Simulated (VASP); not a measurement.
# As3O (P6_3/mmc) in VASP: further runs

Runs on As3O. Level: PBE. Tasks: single point.

Everything below comes from runs of VASP 6.6.1. Logs are shortened: lines on timing, memory, paths and dates and some standing lists are left out, and cuts for length are marked.

## 1. The cell of the first run

The structure is hexagonal, space group P6_3/mmc (No. 194). The conventional cell has a = 4.807 Å, b = 4.807 Å, c = 6.669 Å, α = 90.00°, β = 90.00°, γ = 120.00°. As (site symmetry -6m2) has 3 O at 2.78 Å and 14 As at 3.13 to 3.36 Å within 3.7 Å. As (site symmetry 3m) has 1 O at 1.90 Å within 2.5 Å. Within 2.5 Å of O (site symmetry -6m2) lie 2 As at 1.90 Å.

The cell was built from a structure type or drawn by symmetry, and may not be a known phase.

## 2. Single point, PBE

The input, INCAR:

```
PREC = Accurate
ENCUT = 600
EDIFF = 1E-6
ISMEAR = 0
SIGMA = 0.1
LREAL = False
LASPH = True
NELM = 120
ALGO = Normal
ISIF = 2
LWAVE = False
LCHARG = False
GGA = PE
NBANDS = 61
GGA_COMPAT = False
```

The input, KPOINTS:

```
regular mesh
0
Gamma
  6 6 4
```

The input, POSCAR:

```
As3O
1.0
    4.8072733473      0.0000000000      0.0000000000
   -2.4036366736      4.1632208417      0.0000000000
    0.0000000000      0.0000000000      6.6691049720
As O
6 2
Direct
    0.0000000000      0.0000000000      0.2500000000
    0.0000000000      0.0000000000      0.7500000000
    0.3333333333      0.6666666667      0.9655577898
    0.6666666667      0.3333333333      0.0344422102
    0.6666666667      0.3333333333      0.4655577898
    0.3333333333      0.6666666667      0.5344422102
    0.3333333333      0.6666666667      0.2500000000
    0.6666666667      0.3333333333      0.7500000000
```

Potentials or basis: VASP PAW PBE potentials, release 64 (As_d, O).

Started as:

```bash
> cat potpaw_PBE.64/As_d/POTCAR potpaw_PBE.64/O/POTCAR > POTCAR
> mpirun -np 1 vasp_std > vasp.out
```

OUTCAR:

```text
PREC = Accurate
   ENCUT = 600
   EDIFF = 1E-6
   ISMEAR = 0
   LREAL = False
   LASPH = True
   NELM = 120
   ISIF = 2
   GGA = PE

 ion  position               nearest neighbor table
   1  0.000  0.000  0.250-
   2  0.000  0.000  0.750-
   3  0.333  0.667  0.966-   7 1.90   4 2.81   4 2.81   4 2.81   6 2.88
   4  0.667  0.333  0.034-   8 1.90   3 2.81   3 2.81   3 2.81   5 2.88
   5  0.667  0.333  0.466-   8 1.90   6 2.81   6 2.81   6 2.81   4 2.88
   6  0.333  0.667  0.534-   7 1.90   5 2.81   5 2.81   5 2.81   3 2.88
   7  0.333  0.667  0.250-   3 1.90   6 1.90
   8  0.667  0.333  0.750-   4 1.90   5 1.90

  LATTYP: Found a hexagonal cell.
 ALAT       =     4.8072733473
 C/A-ratio  =     1.3872947283

  Lattice vectors:

 A1 = (   4.8072733473,   0.0000000000,   0.0000000000)
 A2 = (  -2.4036366736,   4.1632208417,   0.0000000000)
 A3 = (   0.0000000000,   0.0000000000,   6.6691049720)

Analysis of symmetry for initial positions (statically):
=====================================================================
 Subroutine PRICEL returns:
 Original cell was already a primitive cell.

 Routine SETGRP: Setting up the symmetry group for a
 hexagonal supercell.

 Subroutine GETGRP returns: Found 24 space group operations
 (whereof 12 operations were pure point group operations)
 out of a pool of 24 trial point group operations.

The static configuration has the point symmetry D_3d.
 The point group associated with its full space group is D_6h.

Analysis of symmetry for dynamics (positions and initial velocities):
=====================================================================
 Subroutine PRICEL returns:
 Original cell was already a primitive cell.

 Routine SETGRP: Setting up the symmetry group for a
 hexagonal supercell.

 Subroutine GETGRP returns: Found 24 space group operations
 (whereof 12 operations were pure point group operations)
 out of a pool of 24 trial point group operations.

The dynamic configuration has the point symmetry D_3d.
 The point group associated with its full space group is D_6h.

 Subroutine INISYM returns: Found 24 space group operations
 (whereof 12 operations are pure point group operations),
 and found     1 'primitive' translations

----------------------------------------------------------------------------------------

                                     Primitive cell

  volume of cell :     133.4737

  direct lattice vectors                    reciprocal lattice vectors
     4.807273347  0.000000000  0.000000000     0.208018127  0.120099322  0.000000000
    -2.403636674  4.163220842  0.000000000     0.000000000  0.240198644  0.000000000
     0.000000000  0.000000000  6.669104972     0.000000000  0.000000000  0.149945158

  length of vectors
     4.807273347  4.807273347  6.669104972     0.240198644  0.240198644  0.149945158

  position of ions in fractional coordinates (direct lattice)
     0.000000000  0.000000000  0.250000000
     0.000000000  0.000000000  0.750000000
     0.333333333  0.666666667  0.965557790
     0.666666667  0.333333333  0.034442210
     0.666666667  0.333333333  0.465557790
     0.333333333  0.666666667  0.534442210
     0.333333333  0.666666667  0.250000000
     0.666666667  0.333333333  0.750000000

  ion indices of the primitive-cell ions
   primitive index   ion index
                 1           1
                 2           2
                 3           3
                 4           4
                 5           5
                 6           6
                 7           7
                 8           8

----------------------------------------------------------------------------------------

 KPOINTS: regular mesh

Automatic generation of k-mesh.
 Grid dimensions read from file:
 generate k-points for:    6    6    4

 Generating k-lattice:

  Cartesian coordinates                     Fractional coordinates (reciprocal lattice)
     0.034669688  0.020016554  0.000000000     0.166666667 -0.000000000  0.000000000
     0.000000000  0.040033107  0.000000000     0.000000000  0.166666667  0.000000000
     0.000000000  0.000000000  0.037486290     0.000000000  0.000000000  0.250000000

  Length of vectors
     0.040033107  0.040033107  0.037486290

  Shift w.r.t. Gamma in fractional coordinates (k-lattice)
     0.000000000  0.000000000  0.000000000

 Subroutine IBZKPT returns following result:
 ===========================================

 Found     21 irreducible k-points:

 Following reciprocal coordinates:
            Coordinates               Weight
  0.000000  0.000000  0.000000      1.000000
  0.166667  0.000000  0.000000      6.000000
  0.333333  0.000000  0.000000      6.000000
  0.500000  0.000000  0.000000      3.000000
  0.166667  0.166667  0.000000      6.000000
  0.333333  0.166667  0.000000     12.000000
[... 13 lines left out ...]
  0.333333  0.166667  0.500000     12.000000
  0.333333  0.333333  0.500000      2.000000
   k-points           NKPTS =     21   k-points in BZ     NKDIM =     21   number of bands    NBANDS=     61
   number of dos      NEDOS =    301   number of ions     NIONS =      8
   total plane-waves  NPLWV =  86400
   dimension x,y,z NGX =    40 NGY =   40 NGZ =   54
   dimension x,y,z NGXF=    80 NGYF=   80 NGZF=  108
   ions per type =               6   2
   NGX,Y,Z   is equivalent  to a cutoff of  13.83, 13.83, 13.46 a.u.
   NGXF,Y,Z  is equivalent  to a cutoff of  27.67, 27.67, 26.92 a.u.
 SYSTEM =  unknown system
   PREC   = accura    normal or accurate (medium, high low for compatibility)
   ISTART =      0    job   : 0-new  1-cont  2-samecut
   ICHARG =      2    charge: 1-file 2-atom 10-const
   ISPIN  =      1    spin polarized calculation?
   LNONCOLLINEAR =      F non collinear calculations
   LSORBIT =      F    spin-orbit coupling
   LASPH  =      T    aspherical Exc in radial PAW
   ENCUT  =  600.0 eV  44.10 Ry    6.64 a.u.   9.60  9.60 13.32*2*pi/ulx,y,z
   NELM   =    120;   NELMIN=  2; NELMDL= -5     # of ELM steps
   EDIFF  = 0.1E-05   stopping-criterion for ELM
   LREAL  =      F    real-space projection
   EDIFFG = 0.1E-04   stopping-criterion for IOM
   NSW    =      0    number of steps for IOM
   IBRION =     -1    ionic relax: 0-MD 1-quasi-New 2-CG
   NFREE  =      0    steps in history (QN), initial steepest desc. (CG)
   ISIF   =      2    stress and relaxation
   ISYM   =      2    0-nonsym 1-usesym 2-fastsym
   POTIM  = 0.5000    time-step for ionic-motion
   TEBEG  =    0.0;   TEEND  =   0.0 temperature during run
   PSTRESS=    0.0 pullay stress
   NELECT =     102.0000    total number of electrons
   NUPDOWN=      -1.0000    fix difference up-down
   EMIN   =  10.00;   EMAX   =-10.00  energy-range for DOS
   EFERMI =   0.00;   METHOD = LEGACY
   ISMEAR =     0;   SIGMA  =   0.10  broadening in eV -4-tet -1-fermi 0-gaus
   EFERMI_NEDOS =   21; number of points for ismear=-14 and -15
   IALGO  =     38    algorithm
   IMIX   =      4    mixing-type and parameters
     AMIX     =   0.40;   BMIX     =  1.00
     AMIX_MAG =   1.60;   BMIX_MAG =  1.00
  volume/ion in A,a.u.               =      16.68       112.59
  Fermi-wavevector in a.u.,A,eV,Ry     =   1.496728  2.828406 30.479709  2.240195
  Thomas-Fermi vector in A             =   2.608707
   LORBIT       =      0    0 simple, 1 ext, 2 COOP (PROOUT), +10 PAW based schemes
   GGA     = PE    functional components
   LHFCALC =     F    Hartree Fock is set to
   AEXX    =    0.0000 exact exchange contribution
   IVDW    =     0    specifies the selected vdW correction
   LEPSILON=     F    determine dielectric tensor
   LRPA    =     F    only Hartree local field effects (RPA)
 non-spin polarized calculation
 Gauss-broadening in eV      SIGMA  =   0.10
  energy-cutoff  :      600.00
  volume of cell :      133.47
 maximum number of plane-waves:      4515
 NGX is ok and might be reduce to    40
   NGX = 19   NGY = 19   NGZ = 27

 number of electron     102.0000011 magnetization

 Free energy of the ion-electron system (eV)
  ---------------------------------------------------
  ext. energy  EPLUGINS =         0.00000000
  ---------------------------------------------------
  free energy    TOTEN  =       -35.98020600 eV

  energy without entropy =      -35.96328860  energy(sigma->0) =      -35.97174730

 E-fermi :   4.2925     XC(G=0): -11.3565

 val. band max:        4.2742188949   @ k =   0.1667   0.1667   0.5000
 cond. band min:       4.2946495518   @ k =   0.3333   0.3333   0.0000
 fundamental gap:      0.0204306569
 Fermi energy:         4.2925268759

 k-point     1 :       0.0000    0.0000    0.0000
  band No.  band energies     occupation
      1     -32.2102      2.00000
      2     -32.2102      2.00000
      3     -32.2090      2.00000
      4     -32.2090      2.00000
      5     -32.2061      2.00000
      6     -32.1928      2.00000
[... 53 lines left out ...]
     60       8.4657      0.00000
     61      12.1586      0.00000

 k-point     2 :       0.1667    0.0000    0.0000
  band No.  band energies     occupation
      1     -32.2102      2.00000
      2     -32.2100      2.00000
      3     -32.2090      2.00000
      4     -32.2090      2.00000
      5     -32.2048      2.00000
      6     -32.1930      2.00000
[... 53 lines left out ...]
     60       8.3483      0.00000
     61      11.4703      0.00000

 k-point     3 :       0.3333    0.0000    0.0000
  band No.  band energies     occupation
      1     -32.2096      2.00000
      2     -32.2095      2.00000
      3     -32.2091      2.00000
      4     -32.2090      2.00000
      5     -32.2022      2.00000
      6     -32.1929      2.00000
[... 1141 lines left out ...]
     60       8.6689      0.00000
     61       8.9513      0.00000

 k-point    21 :       0.3333    0.3333    0.5000
  band No.  band energies     occupation
      1     -32.2093      2.00000
      2     -32.2093      2.00000
      3     -32.2086      2.00000
      4     -32.2086      2.00000
      5     -32.1918      2.00000
      6     -32.1918      2.00000
[... 53 lines left out ...]
     60       8.4920      0.00000
     61       9.0083      0.00000

------------------------ aborting loop because EDIFF is reached ----------------------------------------

  FORCE on cell =-STRESS in cart. coord.  units (eV):
  Direction    XX          YY          ZZ          XY          YZ          ZX
  --------------------------------------------------------------------------------------
  -------------------------------------------------------------------------------------
  Total        0.2054452      0.2054452      0.1347269      0.0000000      0.0000000      0.0000000
  in kB        2.4661010      2.4661010      1.6172198      0.0000000      0.0000000      0.0000000
  external PRESSURE =       2.1831406 kB  Pullay stress =       0.0000000 kB

 VOLUME and BASIS-vectors are now :
 -----------------------------------------------------------------------------
  energy-cutoff  :      600.00
  volume of cell :      133.47
      direct lattice vectors                 reciprocal lattice vectors
     4.807273347  0.000000000  0.000000000     0.208018127  0.120099322  0.000000000
    -2.403636674  4.163220842  0.000000000     0.000000000  0.240198644  0.000000000
     0.000000000  0.000000000  6.669104972     0.000000000  0.000000000  0.149945158

 POSITION                                       TOTAL-FORCE (eV/Angst)
 -----------------------------------------------------------------------------------
      0.00000      0.00000      1.66728        -0.000000      0.000000     -0.000000
      0.00000      0.00000      5.00183        -0.000000      0.000000     -0.000000
     -0.00000      2.77548      6.43941         0.000000     -0.000000     -0.026552
      2.40364      1.38774      0.22970        -0.000000      0.000000      0.026552
      2.40364      1.38774      3.10485        -0.000000     -0.000000     -0.026552
     -0.00000      2.77548      3.56425        -0.000000     -0.000000      0.026552
     -0.00000      2.77548      1.66728         0.000000      0.000000     -0.000000
      2.40364      1.38774      5.00183         0.000000     -0.000000     -0.000000
 -----------------------------------------------------------------------------------
    total drift:                               -0.000000      0.000000     -0.000000

  FREE ENERGIE OF THE ION-ELECTRON SYSTEM (eV)
  ---------------------------------------------------
  free  energy   TOTEN  =       -35.9802060041 eV

  energy  without entropy=      -35.9632886046  energy(sigma->0) =      -35.97174730
```

Run time: 3.5 min. Hardware: 1 thread of Intel Xeon Platinum 8259CL at 2.50GHz (Skylake/Cascade Lake), shared host; peak memory 0.35 GiB.

What came out:

```
Free energy            : -35.9802 eV
Pressure               : 0.2 GPa
Largest force          : 0.027 eV/Å
Band gap on the k mesh : zero (bands 51 and 52 overlap by 1.13 eV)
```

Forces in eV/Å, atoms in the order of the input:
```
As   0.000  0.000  0.000
As   0.000  0.000  0.000
As   0.000  0.000 -0.027
As   0.000  0.000  0.027
As   0.000  0.000 -0.027
As   0.000  0.000  0.027
O    0.000  0.000  0.000
O    0.000  0.000  0.000
```

Stress tensor (GPa, compression positive):
```
0.25 0.00 0.00
0.00 0.25 0.00
0.00 0.00 0.16
```

Levels at points of the mesh, in eV from the Fermi level:
| k point | band 48 | band 49 | band 50 | band 51 | band 52 | band 53 | band 54 | band 55 |
| --- | --- | --- | --- | --- | --- | --- | --- | --- |
| (0.00, 0.00, 0.00) | -2.37 | -2.37 | -2.37 | -1.90 | -0.60 | 0.33 | 0.33 | 0.42 |
| (0.50, 0.00, 0.00) | -1.35 | -1.21 | -0.64 | -0.40 | 1.05 | 1.10 | 1.11 | 1.25 |
| (0.00, 0.00, 0.50) | -3.33 | -0.79 | -0.79 | -0.41 | -0.41 | -0.41 | -0.41 | 2.95 |
| (0.50, 0.00, 0.50) | -2.05 | -0.77 | -0.77 | 0.27 | 0.27 | 1.49 | 1.49 | 1.68 |

(Continued in part 2 of 2.)
